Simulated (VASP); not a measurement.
# LiBr (Fm-3m) in VASP: settings compared, part 2 of 2

VASP 6.6.1.

## Step 4: Electric field gradients, LDA

This run uses another cell than the first one, of 20.67 Å³/atom, 0.943 times its volume.

INCAR reads:

```
PREC = Accurate
ENCUT = 650
EDIFF = 1E-8
ISMEAR = -1
SIGMA = 0.03
LREAL = F
LASPH = T
NELM = 120
ALGO = Normal
ISIF = 2
LWAVE = F
LCHARG = F
GGA = CA
LEFG = T
NBANDS = 12
GGA_COMPAT = F
```

KPOINTS reads:

```
Automatic mesh
0
Gamma
  8 8 8
```

POSCAR reads:

```
LiBr
1.0
    0.0000000000      2.7445000000      2.7445000000
    2.7445000000      0.0000000000      2.7445000000
    2.7445000000      2.7445000000      0.0000000000
Li Br
1 1
Direct
    0.0000000000      0.0000000000      0.0000000000
    0.5000000000      0.5000000000      0.5000000000
```

Potentials or basis: VASP PAW LDA potentials, release 64 (Li_sv, Br).

Run with:

```sh
> cat potpaw_LDA.64/Li_sv/POTCAR potpaw_LDA.64/Br/POTCAR > POTCAR
> mpirun -np 1 vasp_std > vasp.out
```

OUTCAR:

```text
PREC = Accurate
   ENCUT = 650
   EDIFF = 1E-8
   ISMEAR = -1
   LREAL = F
   LASPH = T
   NELM = 120
   ISIF = 2
   GGA = CA

 ion  position               nearest neighbor table
   1  0.000  0.000  0.000-
   2  0.500  0.500  0.500-

  LATTYP: Found a face centered cubic cell.
 ALAT       =     5.4890000000

  Lattice vectors:

 A1 = (   0.0000000000,   2.7445000000,   2.7445000000)
 A2 = (   2.7445000000,   0.0000000000,   2.7445000000)
 A3 = (   2.7445000000,   2.7445000000,   0.0000000000)

Analysis of symmetry for initial positions (statically):
=====================================================================
 Subroutine PRICEL returns:
 Original cell was already a primitive cell.

 Routine SETGRP: Setting up the symmetry group for a
 face centered cubic supercell.

 Subroutine GETGRP returns: Found 48 space group operations
 (whereof 48 operations were pure point group operations)
 out of a pool of 48 trial point group operations.

The static configuration has the point symmetry O_h .

Analysis of symmetry for dynamics (positions and initial velocities):
=====================================================================
 Subroutine PRICEL returns:
 Original cell was already a primitive cell.

 Routine SETGRP: Setting up the symmetry group for a
 face centered cubic supercell.

 Subroutine GETGRP returns: Found 48 space group operations
 (whereof 48 operations were pure point group operations)
 out of a pool of 48 trial point group operations.

The dynamic configuration has the point symmetry O_h .

 Subroutine INISYM returns: Found 48 space group operations
 (whereof 48 operations are pure point group operations),
 and found     1 'primitive' translations

----------------------------------------------------------------------------------------

                                     Primitive cell

  volume of cell :      41.3447

  direct lattice vectors                    reciprocal lattice vectors
     0.000000000  2.744500000  2.744500000    -0.182182547  0.182182547  0.182182547
     2.744500000  0.000000000  2.744500000     0.182182547 -0.182182547  0.182182547
     2.744500000  2.744500000  0.000000000     0.182182547  0.182182547 -0.182182547

  length of vectors
     3.881309122  3.881309122  3.881309122     0.315549428  0.315549428  0.315549428

  position of ions in fractional coordinates (direct lattice)
     0.000000000  0.000000000  0.000000000
     0.500000000  0.500000000  0.500000000

  ion indices of the primitive-cell ions
   primitive index   ion index
                 1           1
                 2           2

----------------------------------------------------------------------------------------

 KPOINTS: Automatic mesh

Automatic generation of k-mesh.
 Grid dimensions read from file:
 generate k-points for:    8    8    8

 Generating k-lattice:

[... 77 lines left out ...]
   EFERMI_NEDOS =   21; number of points for ismear=-14 and -15
   IALGO  =     38    algorithm
   IMIX   =      4    mixing-type and parameters
     AMIX     =   0.40;   BMIX     =  1.00
     AMIX_MAG =   1.60;   BMIX_MAG =  1.00
  volume/ion in A,a.u.               =      20.67       139.50
  Fermi-wavevector in a.u.,A,eV,Ry     =   1.020003  1.927527 14.155594  1.040407
  Thomas-Fermi vector in A             =   2.153549
   LORBIT       =      0    0 simple, 1 ext, 2 COOP (PROOUT), +10 PAW based schemes
   GGA     = CA    functional components
   LHFCALC =     F    Hartree Fock is set to
   AEXX    =    0.0000 exact exchange contribution
   IVDW    =     0    specifies the selected vdW correction
   LEPSILON=     F    determine dielectric tensor
   LRPA    =     F    only Hartree local field effects (RPA)
 non-spin polarized calculation
  energy-cutoff  :      650.00
  volume of cell :       41.34
 maximum number of plane-waves:      1588
   NGX = 17   NGY = 17   NGZ = 17

 number of electron      10.0000006 magnetization

 Free energy of the ion-electron system (eV)
  ---------------------------------------------------
  ext. energy  EPLUGINS =         0.00000000
  ---------------------------------------------------
  free energy    TOTEN  =        -7.33857982 eV

  energy without entropy =       -7.33857982  energy(sigma->0) =       -7.33857982

 E-fermi :   1.0503     XC(G=0):  -8.8165

 val. band max:        0.3308655692   @ k =   0.0000   0.0000   0.0000
 cond. band min:       5.0242028418   @ k =   0.0000   0.0000   0.0000
 fundamental gap:      4.6933372726
 Fermi energy:         1.0503269443

 k-point     1 :       0.0000    0.0000    0.0000
  band No.  band energies     occupation
      1     -42.9933      2.00000
      2     -13.1515      2.00000
      3       0.3309      2.00000
      4       0.3309      2.00000
      5       0.3309      2.00000
      6       5.0242      0.00000
      7      10.6881      0.00000
      8      10.6881      0.00000
      9      10.6881      0.00000
     10      12.2956      0.00000
     11      12.2956      0.00000
     12      12.2956      0.00000
[... 331 lines left out ...]
 k-point    24 :      -0.3750    0.2500    0.1250
  band No.  band energies     occupation
      1     -42.9922      2.00000
      2     -12.5748      2.00000
      3      -2.3493      2.00000
      4      -1.0657      2.00000
      5      -0.2966      2.00000
      6       7.1496      0.00000
      7       8.0386      0.00000
      8       9.3472      0.00000
      9      10.8467      0.00000
     10      13.7114      0.00000
     11      14.0844      0.00000
     12      16.8603      0.00000

 [... further k-points ...]

------------------------ aborting loop because EDIFF is reached ----------------------------------------

  FORCE on cell =-STRESS in cart. coord.  units (eV):
  Direction    XX          YY          ZZ          XY          YZ          ZX
  --------------------------------------------------------------------------------------
  -------------------------------------------------------------------------------------
  Total       -0.6993510     -0.6993510     -0.6993510      0.0000000      0.0000000      0.0000000
  in kB      -27.1010480    -27.1010480    -27.1010480      0.0000000      0.0000000      0.0000000
  external PRESSURE =     -27.1010480 kB  Pullay stress =       0.0000000 kB

 VOLUME and BASIS-vectors are now :
 -----------------------------------------------------------------------------
  energy-cutoff  :      650.00
  volume of cell :       41.34
      direct lattice vectors                 reciprocal lattice vectors
     0.000000000  2.744500000  2.744500000    -0.182182547  0.182182547  0.182182547
     2.744500000  0.000000000  2.744500000     0.182182547 -0.182182547  0.182182547
     2.744500000  2.744500000  0.000000000     0.182182547  0.182182547 -0.182182547

 POSITION                                       TOTAL-FORCE (eV/Angst)
 -----------------------------------------------------------------------------------
      0.00000      0.00000      0.00000         0.000000     -0.000000     -0.000000
      2.74450      2.74450      2.74450        -0.000000      0.000000      0.000000
 -----------------------------------------------------------------------------------
    total drift:                                0.000000     -0.000000      0.000000

  FREE ENERGIE OF THE ION-ELECTRON SYSTEM (eV)
  ---------------------------------------------------
  free  energy   TOTEN  =        -7.3385798199 eV

  energy  without entropy=       -7.3385798199  energy(sigma->0) =       -7.33857982

 Electric field gradients (V/A^2)
---------------------------------------------------------------------
 ion       V_xx      V_yy      V_zz      V_xy      V_xz      V_yz
---------------------------------------------------------------------
   1      -0.000    -0.000    -0.000    -0.004    -0.004    -0.004
   2      -0.000    -0.000     0.000    -0.000    -0.000    -0.000
---------------------------------------------------------------------

 Electric field gradients after diagonalization (V/A^2)
 (convention: |V_zz| > |V_xx| > |V_yy|)
----------------------------------------------------------------------
 ion       V_xx      V_yy      V_zz     asymmetry (V_yy - V_xx)/ V_zz
----------------------------------------------------------------------
   1       0.004     0.004    -0.007       0.000
   2       0.000     0.000    -0.001       0.000
----------------------------------------------------------------------

           NMR quadrupolar parameters

 Cq : quadrupolar parameter    Cq=e*Q*V_zz/h
 eta: asymmetry parameters     (V_yy - V_xx)/ V_zz
 Q  : nuclear electric quadrupole moment in mb (millibarn)
----------------------------------------------------------------------
 ion       Cq(MHz)       eta       Q (mb)
----------------------------------------------------------------------
   1      -0.000       0.000       1.000
   2      -0.000       0.000       1.000
----------------------------------------------------------------------
```

stdout:

```text
POSCAR found type information on POSCAR LiBr
 POSCAR found :  2 types and       2 ions
 scaLAPACK will be used
 LDA part: xc-table for (Slater(with rela. corr.)+CA(PZ))
 , standard interpolation
 POSCAR, INCAR and KPOINTS ok, starting setup
 FFT: planning ... GRIDC
 FFT: planning ... GRID_SOFT
 FFT: planning ... GRID
 WAVECAR not read
 entering main loop
ion   1

ion   2
```

It took 9.8 s on 1 thread of Intel Xeon Platinum 8259CL at 2.50GHz (Skylake/Cascade Lake), shared host; peak memory 0.16 GiB.

Results:

| Property | Result |
| --- | --- |
| Free energy | -7.3386 eV |
| Pressure | -2.7 GPa |
| Band gap on the k mesh | 4.69 eV, direct |

Caveat: without QUAD_EFG the Cq values of the log hold for a quadrupole moment of 1 mb, not for the nuclei.

## Step 5: Overview

```tsv
task	level	potentials or basis	cell	k mesh for the DOS	occupations for the DOS	gap on the mesh (eV)	pressure (GPa)
electric field gradients	PBE	VASP PAW PBE potentials, release 64 (Li_sv, Br)	a = 3.957 Å, angles 60.0°, 2 atoms	-	-	4.73	-1.2
density of states	PBE	VASP PAW PBE potentials, release 64 (Li_sv, Br)	a = 3.881 Å, angles 60.0°, 2 atoms	12 × 12 × 12	tetrahedron	-	-
electric field gradients	LDA	VASP PAW LDA potentials, release 64 (Li_sv, Br)	a = 3.881 Å, angles 60.0°, 2 atoms	-	-	4.69	-2.7
```

Alike in all rows: no spin polarisation; k mesh 8 × 8 × 8; cutoff (eV) 650; smearing fermi-dirac 0.03 eV.

Absolute energies hang on the potentials; compare differences alone.
